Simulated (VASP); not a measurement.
Input of a VASP 6.6.1 run:

Contents of INCAR:

```
SYSTEM = Si
PREC     = Accurate       ! precision mode
ENCUT    = 520            ! plane-wave cutoff, eV
EDIFF    = 1E-6           ! SCF threshold, eV
ISMEAR   = 0              ! smearing method
SIGMA    = 0.01           ! smearing width, eV
LREAL    = Auto         
LASPH    = .TRUE.         ! aspherical terms in the spheres
NELM     = 100            ! most SCF steps
ALGO     = Normal         ! electronic algorithm
ISIF     = 2              ! what is computed and relaxed
LWAVE    = .FALSE.        ! write WAVECAR
LCHARG   = .FALSE.        ! write CHGCAR
GGA      = PE             ! functional
NBANDS   = 86             ! bands
```

File KPOINTS:

```
Automatic mesh
0
Gamma
  2 2 2
  0.5 0.5 0.5
```

File POSCAR:

```
Si
1.0
    5.4700937624     -5.4700937624      5.4700937624
   -5.4700937624      5.4700937624      5.4700937624
   -5.4700937624     -5.4700937624     -5.4700937624
Si
32
Direct
    0.2500000000      0.0000000000      0.0000000000
    0.5000000000      0.0000000000      0.7500000000
    0.7500000000      0.0000000000      0.5000000000
    0.0000000000      0.2500000000      0.0000000000
    0.2500000000      0.2500000000      0.7500000000
    0.0000000000      0.0000000000      0.2500000000
    0.7500000000      0.5000000000      0.0000000000
    0.5000000000      0.2500000000      0.5000000000
    0.7500000000      0.2500000000      0.2500000000
    0.0000000000      0.5000000000      0.7500000000
    0.5000000000      0.7500000000      0.0000000000
    0.2500000000      0.5000000000      0.5000000000
    0.7500000000      0.7500000000      0.7500000000
    0.5000000000      0.5000000000      0.2500000000
    0.0000000000      0.7500000000      0.5000000000
    0.2500000000      0.7500000000      0.2500000000
    0.2500000000      0.0000000000      0.2500000000
    0.5000000000      0.0000000000      0.0000000000
    0.7500000000      0.0000000000      0.7500000000
    0.0000000000      0.2500000000      0.2500000000
    0.2500000000      0.2500000000      0.0000000000
    0.0000000000      0.0000000000      0.5000000000
    0.7500000000      0.5000000000      0.2500000000
    0.5000000000      0.2500000000      0.7500000000
    0.7500000000      0.2500000000      0.5000000000
    0.0000000000      0.5000000000      0.0000000000
    0.5000000000      0.7500000000      0.2500000000
    0.2500000000      0.5000000000      0.7500000000
    0.7500000000      0.7500000000      0.0000000000
    0.5000000000      0.5000000000      0.5000000000
    0.0000000000      0.7500000000      0.7500000000
    0.2500000000      0.7500000000      0.5000000000
```

Potentials or basis: VASP PAW PBE potentials, release 64 (Si).

Launch:

```sh
$ cat potpaw_PBE.64/Si/POTCAR > POTCAR
$ mpirun -np 1 vasp_std > vasp.out
```

**Question.** What does it give for the band gap on the k mesh?

**Answer.** 1.40 eV.

**Question.** Estimate the pressure.

**Answer.** -0.1 GPa.

A k mesh can miss the band edges. As with any semilocal functional, this PBE gap is likely too small.
